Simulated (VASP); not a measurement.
FeS2: single point with PBE

Crystal: FeS2.

```
CELL_PARAMETERS angstrom
4.33932 0.00000 0.00000
0.00000 5.30685 0.00000
0.00000 0.00000 3.32233
ATOMIC_POSITIONS crystal
Fe 0.00000 0.00000 0.00000
Fe 0.50000 0.50000 0.50000
S 0.20476 0.37525 0.00000
S 0.29524 0.87525 0.50000
S 0.79524 0.62475 0.00000
S 0.70476 0.12475 0.50000
```

```yaml
Program: VASP 6.6.1
Task: single point
Functional: PBE
Potentials_or_basis: VASP PAW PBE potentials, release 64 (Fe, S)
Cutoff: 600 eV
k_mesh: 6 × 6 × 8
Occupations: gaussian, width 0.02 eV
Spin: no spin polarisation
```

```yaml
Pressure: 10.9 GPa
Largest_force: 0.080 eV/Å
Band_gap_on_the_k_mesh: 1.06 eV (least direct gap 1.36 eV)
```

Forces on the atoms (eV/Å):
```
Fe   0.000  0.000  0.000
Fe   0.000  0.000  0.000
S   -0.069  0.041  0.000
S    0.069  0.041  0.000
S    0.069 -0.041  0.000
S   -0.069 -0.041  0.000
```

Stress tensor (GPa, compression positive):
```
10.76  0.00  0.00
 0.00 10.96  0.00
 0.00  0.00 11.05
```

Levels at points of the mesh, in eV from the valence-band top:
| k point | band 17 | band 18 | band 19 | band 20 | band 21 | band 22 | band 23 | band 24 |
| --- | --- | --- | --- | --- | --- | --- | --- | --- |
| (0.00, 0.00, 0.00) | -1.05 | -0.85 | -0.83 | -0.50 | 1.23 | 1.61 | 3.00 | 3.36 |
| (0.50, 0.00, 0.00) | -0.73 | -0.73 | -0.09 | -0.09 | 1.99 | 1.99 | 2.05 | 2.05 |
| (0.00, 0.50, 0.00) | -0.89 | -0.89 | -0.35 | -0.35 | 1.24 | 1.24 | 2.67 | 2.67 |
| (0.50, 0.50, 0.00) | -1.24 | -1.24 | -1.01 | -1.01 | 1.60 | 1.60 | 2.17 | 2.17 |
| (0.00, 0.00, 0.50) | -1.00 | -1.00 | -0.47 | -0.47 | 1.72 | 1.72 | 1.89 | 1.89 |
| (0.50, 0.00, 0.50) | -0.84 | -0.84 | -0.39 | -0.39 | 1.69 | 1.69 | 2.15 | 2.15 |
| (0.00, 0.50, 0.50) | -1.60 | -1.60 | -0.43 | -0.43 | 1.06 | 1.06 | 2.40 | 2.40 |
| (0.50, 0.50, 0.50) | -0.67 | -0.67 | -0.41 | -0.41 | 1.75 | 1.75 | 2.33 | 2.33 |

It took 7.4 min on 1 thread of Oxide Virtual Turin-like Processor, on a shared host, peak memory 0.27 GiB.

Caveat: the cell stands under pressure. Spin polarisation is off, so any magnetic state and its effect on volume and gap are missing.
